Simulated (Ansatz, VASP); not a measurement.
In4O: VASP beside Ansatz

```
In O
1.0
    -3.25935    3.25935    3.25935
     3.25935   -3.25935    3.25935
     3.25935    3.25935   -3.25935
In O
4 1
Direct
  0.40137 0.40137 0.40137
  0.59863 0.00000 0.00000
  0.00000 0.00000 0.59863
  0.00000 0.59863 0.00000
  0.00000 0.00000 0.00000
```

Change from the starting cell: species swapped into the GeF4 type (I-43m, No. 217).

Alike in both runs: functional PBE; k mesh 4 × 4 × 4; occupations gaussian, width 0.1 eV; no spin polarisation.

Ansatz relaxed the structure, and its values are those at the end. VASP's run is a single point on that final structure, the one shown.

```csv
,VASP,Ansatz
version,VASP 6.6.1,Ansatz 0.2.0
potentials or method,"VASP PAW PBE potentials, release 64 (In_d, O), cutoff 520 eV","scalar-relativistic, plane waves, PAW"
valence electrons in the cell,58,58
```

VASP gave:

```
gap on the k mesh at the Fermi level (eV) : none
pressure (GPa)                            : -0.2
rms of the force components (eV/Å)        : 0.000
```

What did Ansatz give for the same quantities?

gap on the k mesh at the Fermi level (eV): none; pressure (GPa): -0.2; rms of the force components (eV/Å): 0.011.

A gap of «none» marks a metal or a gap that the smearing closes. The functional is the same, so the differences come from potentials, cutoffs and numerics.
